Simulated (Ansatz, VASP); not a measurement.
## Two plane-wave programs on Cu

```xyz
2
Lattice="2.5233 0.0000 0.0000 -1.2616 2.1852 0.0000 0.0000 0.0000 4.1117" Properties=species:S:1:pos:R:3 pbc="T T T"
Cu    0.0000    1.4568    1.0279
Cu    1.2616    0.7284    3.0838
```

Alike in both runs: functional PBEsol; k mesh 12 × 12 × 4; occupations gaussian, width 0.1 eV; no spin polarisation.

Ansatz relaxed the structure, and its values are those at the end. VASP's run is a single point on that final structure, the one shown.

```csv
,VASP,Ansatz
version,VASP 6.6.1,Ansatz 0.2.0
potentials or method,"VASP PAW PBE potentials, release 64 (Cu), cutoff 520 eV","scalar-relativistic, plane waves, PAW"
valence electrons in the cell,22,38
```

Ansatz gave:

- gap on the k mesh at the Fermi level (eV): none
- pressure (GPa): -0.3

Question: Which values does VASP return?

Answer: gap on the k mesh at the Fermi level (eV): none; pressure (GPa): 0.4.

VASP's potentials were made for PBE, not for PBEsol. A gap of «none» marks a metal or a gap that the smearing closes. VASP's potentials hold 22 valence electrons a cell and Ansatz's 38, so a difference there can come from the potentials and not from the codes.

The k mesh is coarse, so the values compare programs but aren't converged.
